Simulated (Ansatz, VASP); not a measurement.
One calculation of Ti, two programs

```
Ti
1.0
     2.99425    0.00000    0.00000
    -1.49712    2.59309    0.00000
     0.00000    0.00000    4.75629
Ti
2
Direct
  0.33333 0.66667 0.25000
  0.66667 0.33333 0.75000
```

Change from the starting cell: strain +0.015 along x and y, +0.015 along z, atoms carried along.

Alike in both runs: task single point; functional PBE; k mesh 18 × 18 × 10; occupations gaussian, width 0.15 eV; no spin polarisation.

|  | VASP | Ansatz |
| --- | --- | --- |
| version | VASP 6.6.1 | Ansatz 0.2.0 |
| potentials or method | VASP PAW PBE potentials, release 64 (Ti_sv), cutoff 520 eV | scalar-relativistic, plane waves, PAW |
| valence electrons in the cell | 24 | 24 |

|  | VASP | Ansatz | Ansatz less VASP |
| --- | --- | --- | --- |
| gap on the k mesh at the Fermi level (eV) | none | none | - |
| pressure (GPa) | -6.3 | -6.0 | +0.31 |
| traceless stress, the component that is largest in VASP (GPa) | -0.33 | -0.33 | -0.004 |

A gap of «none» marks a metal or a gap that the smearing closes.
